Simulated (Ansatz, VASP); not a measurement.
AgI in VASP and in Ansatz

File INCAR:

```
SYSTEM = AgI
  ALGO = Normal
  EDIFF = 1E-6
  ENCUT = 500
  GGA = PE
  GGA_COMPAT = .False.
  ISIF = 2
  ISMEAR = 0
  LASPH = .True.
  LCHARG = .True.
  LELF = .True.
  LREAL = .False.
  LVHAR = .True.
  LWAVE = .False.
  NBANDS = 26
  NELM = 120
  PREC = Accurate
  SIGMA = 0.5
```

The input KPOINTS:

```
k-points
0
Gamma
  6 6 2
  0 0 0
```

File POSCAR:

```
AgI
1.0
    4.6507421514      0.0000000000      0.0000000000
   -2.3253710757      4.0276608495      0.0000000000
    0.0000000000      0.0000000000      7.5997163705
Ag I
2 2
Direct
    0.6666666667      0.3333333333      0.6275238183
    0.3333333333      0.6666666667      0.1275238183
    0.6666666667      0.3333333333      0.0024761817
    0.3333333333      0.6666666667      0.5024761817
```

Input for Ansatz:

```yaml
crystal:
  lattice:
    - [4.6507421514, 0.0, 0.0]
    - [-2.3253710757, 4.0276608495, 0.0]
    - [0.0, 0.0, 7.5997163705]
  atoms:
    - { symbol: Ag, position: [0.6666666667, 0.3333333333, 0.6275238183] }
    - { symbol: Ag, position: [0.3333333333, 0.6666666667, 0.1275238183] }
    - { symbol: I, position: [0.6666666667, 0.3333333333, 0.0024761817] }
    - { symbol: I, position: [0.3333333333, 0.6666666667, 0.5024761817] }
kpoints:
  mp_grid: { grid: [6, 6, 2] }
hamiltonian:
  xc: pbe
scf:
  occupations: { method: gaussian, width: 0.5 }
  n_extra_bands: 5
output:
  forces: true
  stress: true
  eigenvalues: true
```

Alike in both runs: task single point; functional PBE; k mesh 6 × 6 × 2; occupations gaussian, width 0.5 eV; no spin polarisation.

```csv
,VASP,Ansatz
version,VASP 6.6.1,Ansatz 0.2.0
potentials or method,"VASP PAW PBE potentials, release 64 (Ag, I)",plane waves
plane-wave cutoff (eV),500,420
valence electrons in the cell,36,72
```

|  | VASP | Ansatz | Ansatz less VASP |
| --- | --- | --- | --- |
| pressure (GPa) | 0.6 | 0.6 | +0.06 |

VASP's potentials hold 36 valence electrons a cell and Ansatz's 72, so a difference there can come from the potentials and not from the codes.

Spin-orbit coupling is off throughout.
